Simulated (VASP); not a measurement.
# Cl (Cmce) in VASP: a series of runs, part 2 of 2

VASP 6.6.1. Earlier steps stand in the parts before.

**4. Single point, BLYP+D3(BJ)**

This run uses another cell than the first one, of 25.97 Å³/atom, 0.931 times its volume.

INCAR

```
PREC = Accurate ; ENCUT = 520
EDIFF = 1E-6 ; ISMEAR = -1
SIGMA = 0.05 ; LREAL = F
LASPH = T ; NELM = 80
ALGO = Normal ; ISIF = 2
LWAVE = F ; LCHARG = T
GGA = B5 ; ALDAX = 1.0
AGGAX = 1.0 ; AGGAC = 1.0
ALDAC = 0.0 ; IVDW = 12
VDW_S6 = 1.0 ; VDW_S8 = 2.6996
VDW_A1 = 0.4298 ; VDW_A2 = 4.2359
LELF = T ; LVHAR = T
NBANDS = 22
```

KPOINTS

```
Automatic mesh
0
Gamma
  7 7 4
```

POSCAR

```
Cl
1.0
    3.1723170464     -2.0329783748      0.0000000000
    3.1723170464      2.0329783748      0.0000000000
    0.0000000000      0.0000000000      8.0525273125
Cl
4
Direct
    0.3684909131      0.6315090869      0.3899883390
    0.1315090869      0.8684909131      0.8899883390
    0.6315090869      0.3684909131      0.6100116610
    0.8684909131      0.1315090869      0.1100116610
```

Potentials or basis: VASP PAW PBE potentials, release 64 (Cl).

Run with:

```bash
$ cat potpaw_PBE.64/Cl/POTCAR > POTCAR
$ mpirun -np 1 vasp_std > vasp.out
```

OUTCAR:

```text
PREC = Accurate
   ENCUT = 520
   EDIFF = 1E-6
   ISMEAR = -1
   LREAL = F
   LASPH = T
   NELM = 80
   ISIF = 2
   GGA = B5
   IVDW = 12
 IVDW          = 12

 ion  position               nearest neighbor table
   1  0.368  0.632  0.390-   3 2.07
   2  0.132  0.868  0.890-   4 2.07
   3  0.632  0.368  0.610-   1 2.07
   4  0.868  0.132  0.110-   2 2.07

  LATTYP: Found a base centered orthorhombic cell.
 ALAT       =     4.0659567496
 B/A-ratio  =     1.5604283281
 C/A-ratio  =     1.9804753981

  Lattice vectors:

 A1 = (  -3.1723170464,  -2.0329783748,   0.0000000000)
 A2 = (   3.1723170464,  -2.0329783748,   0.0000000000)
 A3 = (   0.0000000000,   0.0000000000,   8.0525273125)

Analysis of symmetry for initial positions (statically):
=====================================================================
 Subroutine PRICEL returns:
 Original cell was already a primitive cell.

 Routine SETGRP: Setting up the symmetry group for a
 base centered orthorhombic supercell.

 Subroutine GETGRP returns: Found  8 space group operations
 (whereof  4 operations were pure point group operations)
 out of a pool of  8 trial point group operations.

The static configuration has the point symmetry C_2h.
 The point group associated with its full space group is D_2h.

Analysis of symmetry for dynamics (positions and initial velocities):
=====================================================================
 Subroutine PRICEL returns:
 Original cell was already a primitive cell.

 Routine SETGRP: Setting up the symmetry group for a
 base centered orthorhombic supercell.

 Subroutine GETGRP returns: Found  8 space group operations
 (whereof  4 operations were pure point group operations)
 out of a pool of  8 trial point group operations.

[... 119 lines left out ...]
   EFERMI =   0.00;   METHOD = LEGACY
   ISMEAR =    -1;   SIGMA  =   0.05  broadening in eV -4-tet -1-fermi 0-gaus
   EFERMI_NEDOS =   21; number of points for ismear=-14 and -15
   IALGO  =     38    algorithm
   IMIX   =      4    mixing-type and parameters
     AMIX     =   0.40;   BMIX     =  1.00
     AMIX_MAG =   1.60;   BMIX_MAG =  1.00
  volume/ion in A,a.u.               =      25.97       175.23
  Fermi-wavevector in a.u.,A,eV,Ry     =   1.057557  1.998492 15.217112  1.118426
  Thomas-Fermi vector in A             =   2.192834
   LORBIT       =      0    0 simple, 1 ext, 2 COOP (PROOUT), +10 PAW based schemes
   GGA     = B5    functional components
   LHFCALC =     F    Hartree Fock is set to
   AEXX    =    0.0000 exact exchange contribution
   IVDW    =    12    specifies the selected vdW correction
   LEPSILON=     F    determine dielectric tensor
   LRPA    =     F    only Hartree local field effects (RPA)
 non-spin polarized calculation
  energy-cutoff  :      520.00
  volume of cell :      103.87
 maximum number of plane-waves:      2824
   NGX = 15   NGY = 15   NGZ = 29

 number of electron      28.0000004 magnetization

 Free energy of the ion-electron system (eV)
  ---------------------------------------------------
  ext. energy  EPLUGINS =         0.00000000
  ---------------------------------------------------
  free energy    TOTEN  =        -6.10090896 eV

  energy without entropy =       -6.10090896  energy(sigma->0) =       -6.10090896

 E-fermi :   1.5145     XC(G=0):  -7.9590

 val. band max:        0.4714408090   @ k =   0.0000   0.0000   0.0000
 cond. band min:       2.5440865012   @ k =   0.0000   0.0000   0.0000
 fundamental gap:      2.0726456922
 Fermi energy:         1.5145116818

 k-point     1 :       0.0000    0.0000    0.0000
  band No.  band energies     occupation
      1     -15.9534      2.00000
      2     -15.5328      2.00000
      3     -12.5995      2.00000
      4     -11.5837      2.00000
      5      -4.9910      2.00000
      6      -3.6115      2.00000
[... 589 lines left out ...]
     21      11.5636      0.00000
     22      12.2020      0.00000

 [... further k-points ...]

------------------------ aborting loop because EDIFF is reached ----------------------------------------

 Edisp (eV)   -1.39190

 E8    (eV) :    -0.9006

  FORCE on cell =-STRESS in cart. coord.  units (eV):
  Direction    XX          YY          ZZ          XY          YZ          ZX
  --------------------------------------------------------------------------------------
  -------------------------------------------------------------------------------------
  Total      -0.11854    -0.25928    -0.53258     0.00000     0.00000     0.00000
  in kB      -1.82847    -3.99948    -8.21525     0.00000     0.00000     0.00000
  external pressure =       -4.68 kB  Pullay stress =        0.00 kB

 VOLUME and BASIS-vectors are now :
 -----------------------------------------------------------------------------
  energy-cutoff  :      520.00
  volume of cell :      103.87
      direct lattice vectors                 reciprocal lattice vectors
     3.172317046 -2.032978375  0.000000000     0.157613502 -0.245944574  0.000000000
     3.172317046  2.032978375  0.000000000     0.157613502  0.245944574  0.000000000
     0.000000000  0.000000000  8.052527313     0.000000000  0.000000000  0.124184614

 POSITION                                       TOTAL-FORCE (eV/Angst)
 -----------------------------------------------------------------------------------
      3.17232      0.53471      3.14039         0.000000     -0.080316      0.128354
      3.17232      1.49827      7.16666         0.000000      0.080316      0.128354
      3.17232     -0.53471      4.91214         0.000000      0.080316     -0.128354
      3.17232     -1.49827      0.88587         0.000000     -0.080316     -0.128354
 -----------------------------------------------------------------------------------
    total drift:                               -0.000000      0.000000     -0.000000

  FREE ENERGIE OF THE ION-ELECTRON SYSTEM (eV)
  ---------------------------------------------------
  free  energy   TOTEN  =        -7.4928073567 eV

  energy  without entropy=       -7.4928073564  energy(sigma->0) =       -7.49280736
```

stdout:

```text
POSCAR found type information on POSCAR Cl
 POSCAR found :  1 types and       4 ions
 scaLAPACK will be used
 -----------------------------------------------------------------------------
|                                                                             |
|                                                                             |
|     You enforced a specific xc type in the INCAR file but a different       |
|     I HOPE YOU KNOW WHAT YOU ARE DOING!                                     |
|                                                                             |
 -----------------------------------------------------------------------------

 LDA part: xc-table for (Slater(with rela. corr.)+VWN5), standard interpolation
 POSCAR, INCAR and KPOINTS ok, starting setup
 FFT: planning ... GRIDC
 FFT: planning ... GRID_SOFT
 FFT: planning ... GRID
 WAVECAR not read
 entering main loop
```

Wall time 71 s (1 thread of Intel Xeon Platinum 8259CL at 2.50GHz (Skylake/Cascade Lake), shared host); peak memory 0.24 GiB.

Results:

* Free energy: -7.4928 eV
* Pressure: -0.5 GPa
* Largest force: 0.151 eV/Å
* Band gap on the k mesh: 2.07 eV, direct
* Dispersion energy per atom: -0.348 eV

Forces on the atoms (eV/Å):
```
Cl   0.000 -0.080  0.128
Cl   0.000  0.080  0.128
Cl   0.000  0.080 -0.128
Cl   0.000 -0.080 -0.128
```

Stress tensor (GPa, compression positive):
```
-0.18  0.00  0.00
 0.00 -0.40  0.00
 0.00  0.00 -0.82
```

Caveat: the PAW data sets were made with another functional, which shifts forces and pressure a little.

**5. Single point, BLYP+D4**

This run uses another cell than the first one, of 26.16 Å³/atom, 0.938 times its volume.

INCAR

```
PREC     = Accurate       # precision mode
ENCUT    = 520            # plane-wave cutoff, eV
EDIFF    = 1E-6           # SCF threshold, eV
ISMEAR   = -1             # smearing method
SIGMA    = 0.05           # smearing width, eV
LREAL    = False          # projectors in reciprocal space
LASPH    = True           # aspherical terms in the spheres
NELM     = 100            # most SCF steps
ALGO     = Normal         # electronic algorithm
ISIF     = 2              # what is computed and relaxed
LWAVE    = False          # write WAVECAR
LCHARG   = True           # write CHGCAR
GGA      = B5             # functional
ALDAX    = 1.0          
AGGAX    = 1.0          
AGGAC    = 1.0          
ALDAC    = 0.0          
IVDW     = 13             # dispersion correction
VDW_S6   = 1.0          
VDW_S8   = 2.34076671   
VDW_A1   = 0.44488865   
VDW_A2   = 4.0933009    
LELF     = True           # ELF
LVHAR    = True         
NBANDS   = 22             # bands
```

KPOINTS

```
regular mesh
0
Gamma
  7 7 4
```

POSCAR

```
Cl
1.0
    3.1825661510     -2.0353898190      0.0000000000
    3.1825661510      2.0353898190      0.0000000000
    0.0000000000      0.0000000000      8.0765688857
Cl
4
Direct
    0.3694403780      0.6305596220      0.3900923762
    0.1305596220      0.8694403780      0.8900923762
    0.6305596220      0.3694403780      0.6099076238
    0.8694403780      0.1305596220      0.1099076238
```

Run with:

```bash
$ cat potpaw_PBE.64/Cl/POTCAR > POTCAR
$ mpirun -np 1 vasp_std > vasp.out
```

Run time: 72 s. Hardware: 1 thread of Intel Xeon Platinum 8259CL at 2.50GHz (Skylake/Cascade Lake), shared host; peak memory 0.23 GiB.

Results (log left out):

```yaml
Free_energy: -7.4604 eV
Pressure: -0.5 GPa
Largest_force: 0.149 eV/Å
Band_gap_on_the_k_mesh: 2.06 eV, direct
Dispersion_energy_per_atom: -0.336 eV
```

Forces on the atoms (eV/Å):
```
Cl   0.000 -0.076  0.128
Cl   0.000  0.076  0.128
Cl   0.000  0.076 -0.128
Cl   0.000 -0.076 -0.128
```

Stress tensor (GPa, compression positive):
```
-0.18  0.00  0.00
 0.00 -0.40  0.00
 0.00  0.00 -0.83
```

Levels at points of the mesh, in eV from the valence-band top:
```
           k point  band 10  band 11  band 12  band 13  band 14  band 15  band 16  band 17  band 18  band 19
(0.00, 0.00, 0.00)    -1.87    -0.99    -0.40    -0.13     0.00     2.06     2.88     7.19     7.52     8.58
(0.00, 0.00, 0.50)    -1.95    -0.87    -0.87    -0.06    -0.06     2.40     2.40     7.63     7.63     9.53
```

Caveat: the PAW data sets were made with another functional, which shifts forces and pressure a little. A k mesh can miss the band edges.

**6. Overview**

```tsv
level	cell	gap on the mesh (eV)	pressure (GPa)	largest force (eV/Å)
PBEsol	a = 3.815, b = 3.815, c = 8.099 Å, angles 90.0, 90.0, 71.2°, 4 atoms	2.63	-0.1	0.21
PBEsol	a = 3.943, b = 3.943, c = 8.371 Å, angles 90.0, 90.0, 71.2°, 4 atoms	2.27	-2.4	0.90
BLYP+D3(BJ)	a = 3.768, b = 3.768, c = 8.053 Å, angles 90.0, 90.0, 65.3°, 4 atoms	2.07	-0.5	0.15
BLYP+D4	a = 3.778, b = 3.778, c = 8.077 Å, angles 90.0, 90.0, 65.2°, 4 atoms	2.06	-0.5	0.15
```

Alike in all rows: task single point; potentials or basis VASP PAW PBE potentials, release 64 (Cl); no spin polarisation; k mesh 7 × 7 × 4; cutoff (eV) 520; smearing fermi-dirac 0.05 eV.

Caveats: the PAW data sets were made with another functional, which shifts forces and pressure a little.

Absolute energies hang on the potentials; compare differences alone.
